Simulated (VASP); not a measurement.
A run of VASP 6.6.1:

INCAR

```
SYSTEM = CuO
PREC = Accurate ; ENCUT = 520
EDIFF = 1E-6 ; ISMEAR = -1
SIGMA = 0.05 ; LREAL = .False.
LASPH = .True. ; NELM = 100
ALGO = Normal ; ISIF = 2
LWAVE = .False. ; LCHARG = .False.
GGA = B5 ; ALDAX = 1.0
AGGAX = 1.0 ; AGGAC = 1.0
ALDAC = 0.0 ; NBANDS = 16
```

KPOINTS

```
Automatic mesh
0
Gamma
  10 10 10
  0 0 0
```

File POSCAR:

```
CuO
1.0
    0.0000000000      2.3116331135      2.3116331135
    2.3116331135      0.0000000000      2.3116331135
    2.3116331135      2.3116331135      0.0000000000
Cu O
1 1
Direct
    0.0000000000      0.0000000000      0.0000000000
    0.2500000000      0.2500000000      0.2500000000
```

Potentials or basis: VASP PAW PBE potentials, release 64 (Cu, O).

Command:

```console
$ cat potpaw_PBE.64/Cu/POTCAR potpaw_PBE.64/O/POTCAR > POTCAR
$ mpirun -np 1 vasp_std > vasp.out
```

Hardware: 1 thread of AMD EPYC 7571, on a shared host.

Problem. Estimate the wall time of this run.

Solution. Wall time 51 s on 1 thread of AMD EPYC 7571, with other jobs on the host, peak memory 0.11 GiB. Counts: scf iterations 14, k points 47.
